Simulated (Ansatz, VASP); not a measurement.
Two plane-wave programs on Cr

The input INCAR:

```
SYSTEM = Cr
  PREC = Accurate
  ENCUT = 500
  EDIFF = 1E-6
  ISMEAR = 0
  SIGMA = 0.05
  LREAL = .False.
  LASPH = .True.
  NELM = 120
  ALGO = Normal
  ISIF = 2
  LWAVE = .False.
  LCHARG = .True.
  GGA = PE
  LELF = .True.
  LVHAR = .True.
  NBANDS = 12
  GGA_COMPAT = .False.
```

The input KPOINTS:

```
regular mesh
0
Gamma
  16 16 16
  0 0 0
```

File POSCAR:

```
Cr
1.0
   -1.4399985532      1.4399985532      1.4399985532
    1.4399985532     -1.4399985532      1.4399985532
    1.4399985532      1.4399985532     -1.4399985532
Cr
1
Direct
    0.0000000000      0.0000000000      0.0000000000
```

Input for Ansatz:

```yaml
crystal:
  lattice:
    - [-1.4399985532, 1.4399985532, 1.4399985532]
    - [1.4399985532, -1.4399985532, 1.4399985532]
    - [1.4399985532, 1.4399985532, -1.4399985532]
  atoms:
    - { symbol: Cr, position: [0.0, 0.0, 0.0] }
basis:
  ecutwfc: 420
  ecutrho_ratio: 4
kpoints:
  mp_grid: { grid: [16, 16, 16] }
hamiltonian:
  xc: pbe
scf:
  occupations: { method: gaussian, width: 0.05 }
output:
  forces: true
  stress: true
  eigenvalues: true
  eigenstates:
    nscf_kmesh: { grid: [30, 30, 30] }
    de_dk: true
    e_range: [-2.5, 2.5]
  write_density: true
  write_potential: true
  elf: true
  volumetric_format: npy
```

Alike in both runs: task single point; functional PBE; k mesh 16 × 16 × 16; occupations gaussian, width 0.05 eV; no spin polarisation.

|  | VASP | Ansatz |
| --- | --- | --- |
| version | VASP 6.6.1 | Ansatz 0.2.0 |
| potentials or method | VASP PAW PBE potentials, release 64 (Cr_pv), cutoff 500 eV | scalar-relativistic, plane waves, PAW |
| valence electrons in the cell | 12 | 14 |

```tsv
	VASP	Ansatz	Ansatz less VASP
gap on the k mesh at the Fermi level (eV)	none	none	-
pressure (GPa)	-8.6	-8.0	+0.54
```

A gap of «none» marks a metal or a gap that the smearing closes. The functional is the same, so the differences come from potentials, cutoffs and numerics. VASP's potentials hold 12 valence electrons a cell and Ansatz's 14, so a difference there can come from the potentials and not from the codes.
